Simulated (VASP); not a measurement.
# Ti5Si (R32) in VASP: single point with PBE

Aim: the single point of Ti5Si with PBE.

All numbers are computed with VASP 6.6.1; they aren't measurements. Logs are shortened: lines on timing, memory, paths and dates and some standing lists are left out, and cuts for length are marked.

## (1) The cell of the first run

The structure is trigonal, space group R32 (No. 155). The conventional cell has a = 5.046 Å, b = 5.046 Å, c = 13.323 Å, α = 90.00°, β = 90.00°, γ = 120.00°. Ti (site symmetry 3) has 12 Ti at 2.83 to 3.66 Å and 3 Si at 2.92 Å within 3.7 Å. Within 3.5 Å of Ti (site symmetry 2) lie 10 Ti at 2.69 to 3.45 Å and 2 Si at 2.71 Å. Si (site symmetry 32) has 12 Ti at 2.71 to 2.92 Å within 3.6 Å.

## (2) Single point, PBE

INCAR reads:

```
PREC = Accurate
ENCUT = 520
EDIFF = 1E-6
ISMEAR = 0
SIGMA = 0.1
LREAL = F
LASPH = T
NELM = 100
ALGO = Fast
ISIF = 2
LWAVE = F
LCHARG = T
GGA = PE
LELF = T
LVHAR = T
NBANDS = 41
```

KPOINTS reads:

```
Automatic mesh
0
Gamma
  6 6 6
```

POSCAR reads:

```
Ti5Si
1.0
    2.5228393509      1.4565619783      4.4409048145
   -2.5228393509      1.4565619783      4.4409048145
    0.0000000000     -2.9131239567      4.4409048145
Ti Si
5 1
Direct
    0.1514396700      0.1514396700      0.1514396700
    0.6053500000      0.3946500000      0.0000000000
    0.0000000000      0.6053500000      0.3946500000
    0.8485603300      0.8485603300      0.8485603300
    0.3946500000      0.0000000000      0.6053500000
    0.5000000000      0.5000000000      0.5000000000
```

Potentials or basis: VASP PAW PBE potentials, release 64 (Ti_sv, Si).

On the command line:

```sh
cat potpaw_PBE.64/Ti_sv/POTCAR potpaw_PBE.64/Si/POTCAR > POTCAR
mpirun -np 1 vasp_std > vasp.out
```

OUTCAR:

```text
PREC = Accurate
   ENCUT = 520
   EDIFF = 1E-6
   ISMEAR = 0
   LREAL = F
   LASPH = T
   NELM = 100
   ISIF = 2
   GGA = PE

 ion  position               nearest neighbor table
   1  0.151  0.151  0.151-   3 2.83   5 2.83   2 2.83   2 2.88   5 2.88   3 2.88   6 2.92   6 2.92
                             6 2.92
   2  0.605  0.395  0.000-   5 2.69   3 2.69   5 2.69   3 2.69   6 2.71   6 2.71   4 2.83   1 2.83
                             4 2.88   1 2.88
   3  0.000  0.605  0.395-   2 2.69   2 2.69   5 2.69   5 2.69   6 2.71   6 2.71   1 2.83   4 2.83
                             4 2.88   1 2.88
   4  0.849  0.849  0.849-   5 2.83   3 2.83   2 2.83   2 2.88   3 2.88   5 2.88   6 2.92   6 2.92
                             6 2.92
   5  0.395  0.000  0.605-   2 2.69   2 2.69   3 2.69   3 2.69   6 2.71   6 2.71   4 2.83   1 2.83
                             1 2.88   4 2.88
   6  0.500  0.500  0.500-   3 2.71   5 2.71   2 2.71   2 2.71   5 2.71   3 2.71   1 2.92   4 2.92
                             4 2.92   1 2.92   1 2.92   4 2.92

  LATTYP: Found a trigonal (rhomboedric) cell.
 ALAT       =     5.3111135140
 COS(alpha) =     0.5487283809

  Lattice vectors:

 A1 = (   2.5228393509,   1.4565619783,   4.4409048145)
 A2 = (  -2.5228393509,   1.4565619783,   4.4409048145)
 A3 = (   0.0000000000,  -2.9131239567,   4.4409048145)

Analysis of symmetry for initial positions (statically):
=====================================================================
 Subroutine PRICEL returns:
 Original cell was already a primitive cell.

 Routine SETGRP: Setting up the symmetry group for a
 trigonal (rhombohedral) supercell.

 Subroutine GETGRP returns: Found  6 space group operations
 (whereof  6 operations were pure point group operations)
 out of a pool of 12 trial point group operations.

The static configuration has the point symmetry D_3 .

Analysis of symmetry for dynamics (positions and initial velocities):
=====================================================================
 Subroutine PRICEL returns:
 Original cell was already a primitive cell.

 Routine SETGRP: Setting up the symmetry group for a
 trigonal (rhombohedral) supercell.

 Subroutine GETGRP returns: Found  6 space group operations
 (whereof  6 operations were pure point group operations)
 out of a pool of 12 trial point group operations.

The dynamic configuration has the point symmetry D_3 .

 Subroutine INISYM returns: Found  6 space group operations
 (whereof  6 operations are pure point group operations),
 and found     1 'primitive' translations

----------------------------------------------------------------------------------------

                                     Primitive cell

  volume of cell :      97.9132

  direct lattice vectors                    reciprocal lattice vectors
     2.522839351  1.456561978  4.440904814     0.198189393  0.114424699  0.075059779
    -2.522839351  1.456561978  4.440904814    -0.198189393  0.114424699  0.075059779
     0.000000000 -2.913123957  4.440904814     0.000000000 -0.228849399  0.075059779

  length of vectors
     5.311113514  5.311113514  5.311113514     0.240844385  0.240844385  0.240844385

  position of ions in fractional coordinates (direct lattice)
     0.151439670  0.151439670  0.151439670
     0.605350000  0.394650000  0.000000000
     1.000000000  0.605350000  0.394650000
     0.848560330  0.848560330  0.848560330
     0.394650000  1.000000000  0.605350000
     0.500000000  0.500000000  0.500000000

  ion indices of the primitive-cell ions
   primitive index   ion index
                 1           1
                 2           2
                 3           3
                 4           4
                 5           5
                 6           6

----------------------------------------------------------------------------------------

 KPOINTS: Automatic mesh

Automatic generation of k-mesh.
 Grid dimensions read from file:
 generate k-points for:    6    6    6

 Generating k-lattice:

  Cartesian coordinates                     Fractional coordinates (reciprocal lattice)
     0.033031566  0.019070783  0.012509963     0.166666667 -0.000000000 -0.000000000
    -0.033031566  0.019070783  0.012509963    -0.000000000  0.166666667 -0.000000000
     0.000000000 -0.038141566  0.012509963     0.000000000  0.000000000  0.166666667

  Length of vectors
     0.040140731  0.040140731  0.040140731

  Shift w.r.t. Gamma in fractional coordinates (k-lattice)
     0.000000000  0.000000000  0.000000000

 Subroutine IBZKPT returns following result:
 ===========================================

 Found     32 irreducible k-points:

 Following reciprocal coordinates:
            Coordinates               Weight
  0.000000  0.000000  0.000000      1.000000
  0.166667  0.000000  0.000000      6.000000
  0.333333  0.000000  0.000000      6.000000
  0.500000  0.000000  0.000000      3.000000
  0.166667  0.166667  0.000000      6.000000
  0.333333  0.166667  0.000000     12.000000
[... 16 lines left out ...]
  0.500000  0.500000  0.166667      6.000000
 -0.333333  0.500000  0.166667     12.000000
 [... further k-points ...]
   k-points           NKPTS =     32   k-points in BZ     NKDIM =     32   number of bands    NBANDS=     41
   number of dos      NEDOS =    301   number of ions     NIONS =      6
   total plane-waves  NPLWV =  64000
   dimension x,y,z NGX =    40 NGY =   40 NGZ =   40
   dimension x,y,z NGXF=    80 NGYF=   80 NGZF=   80
   ions per type =               5   1
   NGX,Y,Z   is equivalent  to a cutoff of  12.52, 12.52, 12.52 a.u.
   NGXF,Y,Z  is equivalent  to a cutoff of  25.04, 25.04, 25.04 a.u.
 SYSTEM =  unknown system
   PREC   = accura    normal or accurate (medium, high low for compatibility)
   ISTART =      0    job   : 0-new  1-cont  2-samecut
   ICHARG =      2    charge: 1-file 2-atom 10-const
   ISPIN  =      1    spin polarized calculation?
   LNONCOLLINEAR =      F non collinear calculations
   LSORBIT =      F    spin-orbit coupling
   LASPH  =      T    aspherical Exc in radial PAW
   ENCUT  =  520.0 eV  38.22 Ry    6.18 a.u.   9.88  9.88  9.88*2*pi/ulx,y,z
   NELM   =    100;   NELMIN=  2; NELMDL= -5     # of ELM steps
   EDIFF  = 0.1E-05   stopping-criterion for ELM
   LREAL  =      F    real-space projection
   EDIFFG = 0.1E-04   stopping-criterion for IOM
   NSW    =      0    number of steps for IOM
   IBRION =     -1    ionic relax: 0-MD 1-quasi-New 2-CG
   NFREE  =      0    steps in history (QN), initial steepest desc. (CG)
   ISIF   =      2    stress and relaxation
   ISYM   =      2    0-nonsym 1-usesym 2-fastsym
   POTIM  = 0.5000    time-step for ionic-motion
   TEBEG  =    0.0;   TEEND  =   0.0 temperature during run
   PSTRESS=    0.0 pullay stress
   NELECT =      64.0000    total number of electrons
   NUPDOWN=      -1.0000    fix difference up-down
   EMIN   =  10.00;   EMAX   =-10.00  energy-range for DOS
   EFERMI =   0.00;   METHOD = LEGACY
   ISMEAR =     0;   SIGMA  =   0.10  broadening in eV -4-tet -1-fermi 0-gaus
   EFERMI_NEDOS =   21; number of points for ismear=-14 and -15
   IALGO  =     68    algorithm
   IMIX   =      4    mixing-type and parameters
     AMIX     =   0.40;   BMIX     =  1.00
     AMIX_MAG =   1.60;   BMIX_MAG =  1.00
  volume/ion in A,a.u.               =      16.32       110.13
  Fermi-wavevector in a.u.,A,eV,Ry     =   1.420761  2.684849 27.464205  2.018562
  Thomas-Fermi vector in A             =   2.541642
   LORBIT       =      0    0 simple, 1 ext, 2 COOP (PROOUT), +10 PAW based schemes
   GGA     = PE    functional components
   LHFCALC =     F    Hartree Fock is set to
   AEXX    =    0.0000 exact exchange contribution
   IVDW    =     0    specifies the selected vdW correction
   LEPSILON=     F    determine dielectric tensor
   LRPA    =     F    only Hartree local field effects (RPA)
 non-spin polarized calculation
 RMM-DIIS sequential band-by-band and
 Gauss-broadening in eV      SIGMA  =   0.10
  energy-cutoff  :      520.00
  volume of cell :       97.91
 maximum number of plane-waves:      2662
   NGX = 19   NGY = 19   NGZ = 19

 number of electron      63.9999999 magnetization

 Free energy of the ion-electron system (eV)
  ---------------------------------------------------
  ext. energy  EPLUGINS =         0.00000000
  ---------------------------------------------------
  free energy    TOTEN  =       -46.37563891 eV

  energy without entropy =      -46.34833929  energy(sigma->0) =      -46.36198910

 E-fermi :   8.7788     XC(G=0): -11.5987

 val. band max:        8.7685843129   @ k =   0.5000   0.1667   0.0000
 cond. band min:       8.7804495079   @ k =  -0.3333   0.3333   0.1667
 fundamental gap:      0.0118651950
 Fermi energy:         8.7787898146

 k-point     1 :       0.0000    0.0000    0.0000
  band No.  band energies     occupation
      1     -47.9946      2.00000
      2     -47.9210      2.00000
      3     -47.7859      2.00000
      4     -47.6538      2.00000
      5     -47.6538      2.00000
      6     -24.4786      2.00000
[... 33 lines left out ...]
     40      10.5347      0.00000
     41      10.5672      0.00000

 k-point     2 :       0.1667    0.0000    0.0000
  band No.  band energies     occupation
      1     -47.9887      2.00000
      2     -47.9244      2.00000
      3     -47.7800      2.00000
      4     -47.6625      2.00000
      5     -47.6539      2.00000
      6     -24.4713      2.00000
[... 33 lines left out ...]
     40      10.5185      0.00000
     41      11.0905      0.00000

 k-point     3 :       0.3333    0.0000    0.0000
  band No.  band energies     occupation
      1     -47.9744      2.00000
      2     -47.9335      2.00000
      3     -47.7641      2.00000
      4     -47.6842      2.00000
      5     -47.6540      2.00000
      6     -24.4760      2.00000
[... 875 lines left out ...]
      2     -47.9343      2.00000
      3     -47.7717      2.00000
      4     -47.6859      2.00000
      5     -47.6539      2.00000
      6     -24.4399      2.00000
[... 33 lines left out ...]
     40      10.5493      0.00000
     41      10.9549      0.00000

 k-point    24 :      -0.3333    0.5000    0.1667
  band No.  band energies     occupation
      1     -47.9578      2.00000
      2     -47.9422      2.00000
      3     -47.7534      2.00000
      4     -47.7036      2.00000
      5     -47.6539      2.00000
      6     -24.4230      2.00000
[... 33 lines left out ...]
     40      10.6073      0.00000
     41      10.8723      0.00000

 [... further k-points ...]

------------------------ aborting loop because EDIFF is reached ----------------------------------------

  FORCE on cell =-STRESS in cart. coord.  units (eV):
  Direction    XX          YY          ZZ          XY          YZ          ZX
  --------------------------------------------------------------------------------------
  -------------------------------------------------------------------------------------
  Total       -0.0216363     -0.0216363     -0.1138927      0.0000000      0.0000000      0.0000000
  in kB       -0.3540401     -0.3540401     -1.8636542      0.0000000      0.0000000      0.0000000
  external PRESSURE =      -0.8572448 kB  Pullay stress =       0.0000000 kB

 VOLUME and BASIS-vectors are now :
 -----------------------------------------------------------------------------
  energy-cutoff  :      520.00
  volume of cell :       97.91
      direct lattice vectors                 reciprocal lattice vectors
     2.522839351  1.456561978  4.440904814     0.198189393  0.114424699  0.075059779
    -2.522839351  1.456561978  4.440904814    -0.198189393  0.114424699  0.075059779
     0.000000000 -2.913123957  4.440904814     0.000000000 -0.228849399  0.075059779

 POSITION                                       TOTAL-FORCE (eV/Angst)
 -----------------------------------------------------------------------------------
      0.00000     -0.00000      2.01759         0.000000     -0.000000      0.022380
      0.53156      1.45656      4.44090        -0.031089      0.000000      0.000000
     -1.52720     -0.26793      4.44090         0.015544     -0.026924      0.000000
      0.00000     -0.00000     11.30513         0.000000      0.000000     -0.022380
      0.99564     -1.18863      4.44090         0.015544      0.026924      0.000000
      0.00000     -0.00000      6.66136         0.000000      0.000000      0.000000
 -----------------------------------------------------------------------------------
    total drift:                                0.000000     -0.000000      0.000000

  FREE ENERGIE OF THE ION-ELECTRON SYSTEM (eV)
  ---------------------------------------------------
  free  energy   TOTEN  =       -46.3756389066 eV

  energy  without entropy=      -46.3483392928  energy(sigma->0) =      -46.36198910
```

Run time: 4.1 min. Hardware: 1 thread of Intel Xeon 6975P-C (Granite Rapids), shared host; peak memory 0.29 GiB.

Results:

| Property | Result |
| --- | --- |
| Free energy | -46.3756 eV |
| Pressure | -0.1 GPa |
| Largest force | 0.031 eV/Å |
| Band gap on the k mesh | zero (band 32 reaches 9.14 eV, above the bottom of band 33 at 8.65 eV) |

Forces on the atoms (eV/Å):
```
Ti   0.000  0.000  0.022
Ti  -0.031  0.000  0.000
Ti   0.016 -0.027  0.000
Ti   0.000  0.000 -0.022
Ti   0.016  0.027  0.000
Si   0.000  0.000  0.000
```
